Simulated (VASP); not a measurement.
Wanted: the native input for a VASP 6.6.1 run.

```yaml
Task: G0W0 quasiparticle levels
Functional: PBE
Potentials_or_basis: VASP PAW PBE potentials, release 64 (Mg_GW, O_GW)
Cutoff: 500 eV
k_mesh: 4 × 4 × 4
Occupations: gaussian, width 0.01 eV
Spin: no spin polarisation
Dipole_correction: no
GW_scheme: G0W0
GW_iterations: 1
Cutoff_of_the_response_function: 60
Frequency_points: 48
Empty_bands: 30
Further_INCAR_settings: ALGO = EVGW0; EDIFF = 1e-08; NBANDS = 34
```

MgO:

```xyz
2
Lattice="0.0000 2.1022 2.1022 2.1022 0.0000 2.1022 2.1022 2.1022 0.0000" Properties=species:S:1:pos:R:3 pbc="T T T"
Mg    0.0000    0.0000    0.0000
O     2.1022    2.1022    2.1022
```

These files were run (other wordings do the same):

POSCAR

```
MgO
1.0
    0.0000000000      2.1021674168      2.1021674168
    2.1021674168      0.0000000000      2.1021674168
    2.1021674168      2.1021674168      0.0000000000
Mg O
1 1
Direct
    0.0000000000      0.0000000000      0.0000000000
    0.5000000000      0.5000000000      0.5000000000
```

INCAR.step1

```
PREC     = Accurate       # precision mode
ENCUT    = 500            # plane-wave cutoff, eV
EDIFF    = 1E-8           # SCF threshold, eV
ISMEAR   = 0              # smearing method
SIGMA    = 0.01           # smearing width, eV
LREAL    = F              # projectors in reciprocal space
LASPH    = T              # aspherical terms in the spheres
NELM     = 80             # most SCF steps
ALGO     = Normal         # electronic algorithm
LWAVE    = T              # write WAVECAR
LCHARG   = F              # write CHGCAR
GGA      = PE             # functional
```

INCAR.step2

```
PREC     = Accurate       # precision mode
ENCUT    = 500            # plane-wave cutoff, eV
EDIFF    = 1E-8           # SCF threshold, eV
ISMEAR   = 0              # smearing method
SIGMA    = 0.01           # smearing width, eV
LREAL    = F              # projectors in reciprocal space
LASPH    = T              # aspherical terms in the spheres
NELM     = 1              # most SCF steps
ALGO     = Exact          # electronic algorithm
LWAVE    = T              # write WAVECAR
LCHARG   = F              # write CHGCAR
GGA      = PE             # functional
NBANDS   = 34             # bands
LOPTICS  = T              # frequency-dependent dielectric function
ISTART   = 1
```

INCAR.step3

```
PREC     = Accurate       # precision mode
ENCUT    = 500            # plane-wave cutoff, eV
EDIFF    = 1E-8           # SCF threshold, eV
ISMEAR   = 0              # smearing method
SIGMA    = 0.01           # smearing width, eV
LREAL    = F              # projectors in reciprocal space
LASPH    = T              # aspherical terms in the spheres
ALGO     = EVGW0          # electronic algorithm
LWAVE    = F              # write WAVECAR
LCHARG   = F              # write CHGCAR
GGA      = PE             # functional
NELMGW   = 1            
NBANDS   = 34             # bands
ENCUTGW  = 60.0           # cutoff of the response function
NOMEGA   = 48             # frequency points
PRECFOCK = Fast         
ISTART   = 1            
NBANDSGW = 12
```

KPOINTS

```
regular mesh
0
Gamma
  4 4 4
```

Potentials or basis: VASP PAW PBE potentials, release 64 (Mg_GW, O_GW).

Command:

```bash
$ cat potpaw_PBE.64/Mg_GW/POTCAR potpaw_PBE.64/O_GW/POTCAR > POTCAR
$ cp INCAR.step1 INCAR
$ mpirun -np 1 vasp_std > vasp.out
$ cp INCAR.step2 INCAR
$ mpirun -np 1 vasp_std > vasp.out
$ cp INCAR.step3 INCAR
$ mpirun -np 1 vasp_std > vasp.out
```

It gave:

* Band gap on the k mesh, mean-field level: 4.77 eV, direct
* Quasiparticle gap: 6.94 eV
* Least direct quasiparticle gap: 6.94 eV

Caveat: the k points lie up to 0.65 Å⁻¹ apart; bands, screening cutoff and mesh are small and nothing is extrapolated, so the quasiparticle values aren't converged.

It took 37 s on 1 thread of AMD EPYC 7R13, on a shared host, peak memory 0.13 GiB.
